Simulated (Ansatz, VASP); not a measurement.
Two plane-wave programs on TaN

INCAR

```
PREC     = Accurate       # precision mode
ENCUT    = 520            # plane-wave cutoff, eV
EDIFF    = 1E-7           # SCF threshold, eV
ISMEAR   = 0              # smearing method
SIGMA    = 0.15           # smearing width, eV
LREAL    = False          # projectors in reciprocal space
LASPH    = True           # aspherical terms in the spheres
NELM     = 80             # most SCF steps
ALGO     = Fast           # electronic algorithm
ISIF     = 2              # what is computed and relaxed
LWAVE    = False          # write WAVECAR
LCHARG   = False          # write CHGCAR
GGA      = CA             # functional
NBANDS   = 42             # bands
```

KPOINTS

```
Automatic mesh
0
Gamma
  14 14 4
```

The input POSCAR:

```
TaN
1.0
   -3.1035877079      0.0000000000      0.0000000000
   -1.5517938539     -2.6877857979      0.0000000000
   -0.7758969270     -0.8959285993     12.0200957435
Ta N
4 4
Direct
    0.2567812372      0.0271249488      0.9186251535
    0.2984479039      0.1937916155      0.4186251535
    0.6526145705      0.6104582822      0.1686251535
    0.6109479039      0.4437916155      0.6686251535
    0.3265520961      0.3062083845      0.0813748465
    0.2848854295      0.1395417178      0.5813748465
    0.6390520961      0.5562083845      0.3313748465
    0.5973854295      0.3895417178      0.8313748465
```

Input for Ansatz:

```yaml
crystal:
  lattice:
    - [-3.1035877079, 0.0, 0.0]
    - [-1.5517938539, -2.6877857979, 0.0]
    - [-0.775896927, -0.8959285993, 12.0200957435]
  atoms:
    - { symbol: Ta, position: [0.2567812372, 0.0271249488, 0.9186251535] }
    - { symbol: Ta, position: [0.2984479039, 0.1937916155, 0.4186251535] }
    - { symbol: Ta, position: [0.6526145705, 0.6104582822, 0.1686251535] }
    - { symbol: Ta, position: [0.6109479039, 0.4437916155, 0.6686251535] }
    - { symbol: "N", position: [0.3265520961, 0.3062083845, 0.0813748465] }
    - { symbol: "N", position: [0.2848854295, 0.1395417178, 0.5813748465] }
    - { symbol: "N", position: [0.6390520961, 0.5562083845, 0.3313748465] }
    - { symbol: "N", position: [0.5973854295, 0.3895417178, 0.8313748465] }
basis:
  ecutwfc: 520.0
kpoints:
  mp_grid: { grid: [14, 14, 4] }
hamiltonian:
  xc: lda
scf:
  occupations: { method: gaussian, width: 0.15 }
output:
  forces: true
  stress: true
  eigenvalues: true
  write_density: true
  write_potential: true
  elf: true
  volumetric_format: npy
```

Alike in both runs: task single point; functional LDA; k mesh 14 × 14 × 4; occupations gaussian, width 0.15 eV; no spin polarisation.

```csv
,VASP,Ansatz
version,VASP 6.6.1,Ansatz 0.2.0
potentials or method,"VASP PAW LDA potentials, release 64 (Ta_pv, N), cutoff 520 eV","scalar-relativistic, plane waves, PAW"
valence electrons in the cell,64,72
```

Ansatz gave:

- gap on the k mesh at the Fermi level (eV): none
- pressure (GPa): -4.3
- traceless stress, the component that is largest in VASP (GPa): 2.37
- rms of the force components (eV/Å): 0.680

Task: What did VASP give for the same quantities?

Result: gap on the k mesh at the Fermi level (eV): none; pressure (GPa): -2.9; traceless stress, the component that is largest in VASP (GPa): 2.19; rms of the force components (eV/Å): 0.694.

LDA's correlation is that of Perdew and Zunger in VASP and of Perdew and Wang (1992) in Ansatz. Atom by atom the forces differ by 0.020 eV/Å (rms over components). A gap of «none» marks a metal or a gap that the smearing closes. VASP's potentials hold 64 valence electrons a cell and Ansatz's 72, so a difference there can come from the potentials and not from the codes.

Spin-orbit coupling is off throughout.
